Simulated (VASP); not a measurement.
# In (I4/mmm) in VASP: single point with PBEsol

Aim: the single point of In with PBEsol.

Program: VASP 6.6.1. These are calculated values, not measurements. Logs are shortened: lines on timing, memory, paths and dates and some standing lists are left out, and cuts for length are marked.

## 1. The cell of the first run

The structure is tetragonal, space group I4/mmm (No. 139). Conventional cell: a = 3.261 Å, b = 3.261 Å, c = 4.814 Å, α = 90.00°, β = 90.00°, γ = 90.00°. Within 4.3 Å of In (site symmetry 4/mmm) lie 12 In at 3.26 to 3.33 Å.

## 2. Single point, PBEsol

The input, INCAR:

```
SYSTEM = In
PREC     = Accurate       ! precision mode
ENCUT    = 520            ! plane-wave cutoff, eV
EDIFF    = 1E-7           ! SCF threshold, eV
ISMEAR   = -1             ! smearing method
SIGMA    = 0.05           ! smearing width, eV
LREAL    = .False.        ! projectors in reciprocal space
LASPH    = .True.         ! aspherical terms in the spheres
NELM     = 80             ! most SCF steps
ALGO     = Normal         ! electronic algorithm
ISIF     = 2              ! what is computed and relaxed
LWAVE    = .False.        ! write WAVECAR
LCHARG   = .True.         ! write CHGCAR
GGA      = PS             ! functional
LELF     = .True.         ! ELF
LVHAR    = .True.       
NBANDS   = 12             ! bands
```

The input, KPOINTS:

```
regular mesh
0
Gamma
  20 20 20
  0 0 0
```

The input, POSCAR:

```
In
1.0
   -1.6303410670      1.6303410670      2.4069160583
    1.6303410670     -1.6303410670      2.4069160583
    1.6303410670      1.6303410670     -2.4069160583
In
1
Direct
    0.0000000000      0.0000000000      0.0000000000
```

Potentials or basis: VASP PAW PBE potentials, release 64 (In_d).

Launch:

```console
> cat potpaw_PBE.64/In_d/POTCAR > POTCAR
> mpirun -np 1 vasp_std > vasp.out
```

OUTCAR:

```text
SYSTEM = In
   PREC = Accurate
   ENCUT = 520
   EDIFF = 1E-7
   ISMEAR = -1
   LREAL = .False.
   LASPH = .True.
   NELM = 80
   ISIF = 2
   GGA = PS

 ion  position               nearest neighbor table
   1  0.000  0.000  0.000-

  LATTYP: Found a body centered tetragonal cell.
 ALAT       =     3.2606821340
 C/A-ratio  =     1.4763267067

  Lattice vectors:

 A1 = (  -1.6303410670,   1.6303410670,   2.4069160583)
 A2 = (   1.6303410670,  -1.6303410670,   2.4069160583)
 A3 = (   1.6303410670,   1.6303410670,  -2.4069160583)

Analysis of symmetry for initial positions (statically):
=====================================================================
 Subroutine PRICEL returns:
 Original cell was already a primitive cell.

 Routine SETGRP: Setting up the symmetry group for a
 body centered tetragonal supercell.

 Subroutine GETGRP returns: Found 16 space group operations
 (whereof 16 operations were pure point group operations)
 out of a pool of 16 trial point group operations.

The static configuration has the point symmetry D_4h.

Analysis of symmetry for dynamics (positions and initial velocities):
=====================================================================
 Subroutine PRICEL returns:
 Original cell was already a primitive cell.

 Routine SETGRP: Setting up the symmetry group for a
 body centered tetragonal supercell.

 Subroutine GETGRP returns: Found 16 space group operations
 (whereof 16 operations were pure point group operations)
 out of a pool of 16 trial point group operations.

The dynamic configuration has the point symmetry D_4h.

 Subroutine INISYM returns: Found 16 space group operations
 (whereof 16 operations are pure point group operations),
 and found     1 'primitive' translations

----------------------------------------------------------------------------------------

                                     Primitive cell

  volume of cell :      25.5904

  direct lattice vectors                    reciprocal lattice vectors
    -1.630341067  1.630341067  2.406916058     0.000000000  0.306684295  0.207734706
     1.630341067 -1.630341067  2.406916058     0.306684295  0.000000000  0.207734706
     1.630341067  1.630341067 -2.406916058     0.306684295  0.306684295  0.000000000

  length of vectors
     3.333056990  3.333056990  3.333056990     0.370417284  0.370417284  0.433717089

  position of ions in fractional coordinates (direct lattice)
     0.000000000  0.000000000  0.000000000

  ion indices of the primitive-cell ions
   primitive index   ion index
                 1           1
[... 80 lines left out ...]
   POTIM  = 0.5000    time-step for ionic-motion
   TEBEG  =    0.0;   TEEND  =   0.0 temperature during run
   PSTRESS=    0.0 pullay stress
   NELECT =      13.0000    total number of electrons
   NUPDOWN=      -1.0000    fix difference up-down
   EMIN   =  10.00;   EMAX   =-10.00  energy-range for DOS
   EFERMI =   0.00;   METHOD = LEGACY
   ISMEAR =    -1;   SIGMA  =   0.05  broadening in eV -4-tet -1-fermi 0-gaus
   EFERMI_NEDOS =   21; number of points for ismear=-14 and -15
   IALGO  =     38    algorithm
   IMIX   =      4    mixing-type and parameters
     AMIX     =   0.40;   BMIX     =  1.00
     AMIX_MAG =   1.60;   BMIX_MAG =  1.00
  volume/ion in A,a.u.               =      25.59       172.69
  Fermi-wavevector in a.u.,A,eV,Ry     =   1.306261  2.468476 23.215866  1.706318
  Thomas-Fermi vector in A             =   2.437075
   LORBIT       =      0    0 simple, 1 ext, 2 COOP (PROOUT), +10 PAW based schemes
   GGA     = PS    functional components
   LHFCALC =     F    Hartree Fock is set to
   AEXX    =    0.0000 exact exchange contribution
   IVDW    =     0    specifies the selected vdW correction
   LEPSILON=     F    determine dielectric tensor
   LRPA    =     F    only Hartree local field effects (RPA)
 non-spin polarized calculation
  energy-cutoff  :      520.00
  volume of cell :       25.59
 maximum number of plane-waves:       706
 NGX is ok and might be reduce to    28
   NGX = 13   NGY = 13   NGZ = 13

 number of electron      13.0000005 magnetization

 Free energy of the ion-electron system (eV)
  ---------------------------------------------------
  ext. energy  EPLUGINS =         0.00000000
  ---------------------------------------------------
  free energy    TOTEN  =        -2.98588353 eV

  energy without entropy =       -2.98214246  energy(sigma->0) =       -2.98401299

 E-fermi :   7.6104     XC(G=0): -10.5108

 val. band max:        7.5997951773   @ k =   0.3000   0.3000   0.0500
 cond. band min:       7.6219446543   @ k =   0.5000   0.1500   0.1000
 fundamental gap:      0.0221494769
 Fermi energy:         7.6104308058

 k-point     1 :       0.0000    0.0000    0.0000
  band No.  band energies     occupation
      1      -7.0007      2.00000
      2      -6.9363      2.00000
      3      -6.9363      2.00000
      4      -6.8062      2.00000
      5      -6.7427      2.00000
      6      -2.1108      2.00000
      7      18.3299      0.00000
      8      18.3299      0.00000
      9      18.4428      0.00000
     10      19.2013      0.00000
     11      21.7599      0.00000
     12      21.8244      0.00000
[... 331 lines left out ...]
 k-point    24 :      -0.3500    0.0500    0.0000
  band No.  band energies     occupation
      1      -7.0067      2.00000
      2      -6.9474      2.00000
      3      -6.8996      2.00000
      4      -6.6995      2.00000
      5      -6.6558      2.00000
      6       0.4952      2.00000
      7       8.1880      0.00002
      8      15.6003      0.00000
      9      16.7331      0.00000
     10      18.6456      0.00000
     11      20.8466      0.00000
     12      21.2300      0.00000

 [... further k-points ...]

------------------------ aborting loop because EDIFF is reached ----------------------------------------

  FORCE on cell =-STRESS in cart. coord.  units (eV):
  Direction    XX          YY          ZZ          XY          YZ          ZX
  --------------------------------------------------------------------------------------
  -------------------------------------------------------------------------------------
  Total       -0.0067047     -0.0067047     -0.0085575      0.0000000      0.0000000      0.0000000
  in kB       -0.4197698     -0.4197698     -0.5357713      0.0000000      0.0000000      0.0000000
  external PRESSURE =      -0.4584370 kB  Pullay stress =       0.0000000 kB

 VOLUME and BASIS-vectors are now :
 -----------------------------------------------------------------------------
  energy-cutoff  :      520.00
  volume of cell :       25.59
      direct lattice vectors                 reciprocal lattice vectors
    -1.630341067  1.630341067  2.406916058     0.000000000  0.306684295  0.207734706
     1.630341067 -1.630341067  2.406916058     0.306684295  0.000000000  0.207734706
     1.630341067  1.630341067 -2.406916058     0.306684295  0.306684295  0.000000000

 POSITION                                       TOTAL-FORCE (eV/Angst)
 -----------------------------------------------------------------------------------
      0.00000      0.00000      0.00000         0.000000     -0.000000      0.000000
 -----------------------------------------------------------------------------------
    total drift:                               -0.000000     -0.000000     -0.000000

  FREE ENERGIE OF THE ION-ELECTRON SYSTEM (eV)
  ---------------------------------------------------
  free  energy   TOTEN  =        -2.9858835255 eV

  energy  without entropy=       -2.9821424612  energy(sigma->0) =       -2.98401299
```

It took 73 s on 1 thread of Intel Xeon 6975P-C (Granite Rapids), shared host; peak memory 0.31 GiB.

Results:

```
Free energy            : -2.9859 eV
Pressure               : 0.0 GPa
Band gap on the k mesh : zero (an odd number of electrons rules out a gap without spin polarisation)
```

Levels at points of the mesh, in eV from the Fermi level:
```
           k point  band 2  band 3  band 4  band 5  band 6  band 7  band 8  band 9  band 10  band 11
(0.00, 0.00, 0.00)  -14.55  -14.55  -14.42  -14.35   -9.72   10.72   10.72   10.83    11.59    14.15
(0.50, 0.00, 0.00)  -14.59  -14.53  -14.23  -14.21   -4.34   -3.49    8.05    8.98    10.99    12.08
(0.50, 0.50, 0.00)  -14.71  -14.23  -14.20  -14.15   -2.15   -1.81    3.75    4.00     7.26     7.52
(0.50, 0.50, 0.50)  -14.71  -14.23  -14.18  -14.18   -2.59   -2.57    4.47    4.47     7.97     8.04
```

Caveat: the PAW data sets were made with another functional, which shifts forces and pressure a little; spin-orbit coupling is left out, which moves the levels of the heavy elements.

The gap in the log of VASP goes by the Fermi energy; the results here count the filled bands.